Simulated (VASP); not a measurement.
ZrO2, 12 atoms in the cell. It takes space group Fm-3m (No. 225, cubic). Conventional cell: a = 5.116 Å, b = 5.116 Å, c = 5.116 Å, α = 90.00°, β = 90.00°, γ = 90.00°. Within 2.9 Å of Zr (site symmetry m-3m) lie 8 O at 2.22 Å. Within 2.9 Å of O (site symmetry -43m) lie 4 Zr at 2.22 Å and 6 O at 2.56 Å. 

- Program: VASP 6.6.1
- Task: relaxation of cell and atoms
- Functional: PBE
- Potentials or basis: VASP PAW PBE potentials, release 64 (Zr_sv, O)
- Cutoff: 600 eV
- k mesh: 6 × 6 × 6
- Occupations: gaussian, width 0.1 eV
- Spin: no spin polarisation
- Dipole correction: no
- Further INCAR settings: ALGO = Normal; EDIFF = 1e-07; IBRION = 2; EDIFFG = -0.015; NSW = 80; ISIF = 3

Potentials or basis: VASP PAW PBE potentials, release 64 (Zr_sv, O).

Run with:

```console
$ cat potpaw_PBE.64/Zr_sv/POTCAR potpaw_PBE.64/O/POTCAR > POTCAR
$ mpirun -np 1 vasp_std > vasp.out
```

Hardware: 1 thread of Intel(R) Xeon(R) Platinum 8375C CPU @ 2.90GHz (Ice Lake), with other jobs on the host.

Problem. How long does it take, and how much memory?

Solution. Run time: 3.7 min on 1 thread of Intel(R) Xeon(R) Platinum 8375C CPU @ 2.90GHz (Ice Lake), on a shared host, peak memory 0.33 GiB. Counts: scf iterations 16, k points 20, ion steps 1.
